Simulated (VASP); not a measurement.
Set up this calculation in VASP 6.6.1, as the native input.

- Task: single point
- Functional: PBEsol
- Potentials or basis: VASP PAW PBE potentials, release 64 (Sb, Pt)
- Cutoff: 520 eV
- k mesh: 12 × 12 × 10
- Occupations: gaussian, width 0.1 eV
- Spin: no spin polarisation
- Dipole correction: no
- Further INCAR settings: ALGO = Normal; EDIFF = 1e-06; NBANDS = 23

The structure of SbPt lies in POSCAR:

```
SbPt
1.0
    4.1012149119      0.0000000000      0.0000000000
   -2.0506074560      3.5517563001      0.0000000000
    0.0000000000      0.0000000000      5.7145687275
Sb Pt
2 2
Direct
    0.3333333329      0.6666666671      0.2500000000
    0.6666666671      0.3333333329      0.7500000000
    0.0000000000      0.0000000000      0.0000000000
    0.0000000000      0.0000000000      0.5000000000
```

This cell differs from its parent crystal: uniaxial strain along c: +4.5 %, then relaxed in part.

One way to write it, as run:

INCAR

```
  PREC = Accurate
  ENCUT = 520
  EDIFF = 1E-6
  ISMEAR = 0
  SIGMA = 0.1
  LREAL = False
  LASPH = True
  NELM = 100
  ALGO = Normal
  ISIF = 2
  LWAVE = False
  LCHARG = False
  GGA = PS
  NBANDS = 23
```

KPOINTS

```
Automatic mesh
0
Gamma
  12 12 10
```

Potentials or basis: VASP PAW PBE potentials, release 64 (Sb, Pt).

Command:

```bash
$ cat potpaw_PBE.64/Sb/POTCAR potpaw_PBE.64/Pt/POTCAR > POTCAR
$ mpirun -np 1 vasp_std > vasp.out
```

Results of the run:

```yaml
Pressure: -2.0 GPa
Band_gap_on_the_k_mesh: zero (bands 15 and 16 overlap by 4.05 eV)
```

Caveat: the cell differs from its parent crystal (uniaxial strain along c: +4.5 %, then relaxed in part); the stress differs along the axes, from -5 to -0 GPa; the PAW data sets were made with another functional, which shifts forces and pressure a little; spin-orbit coupling is left out, which moves the levels of the heavy elements.

Wall time 64 s on 1 thread of Intel(R) Xeon(R) 6975P-C (Granite Rapids) (shared host), peak memory 0.35 GiB.
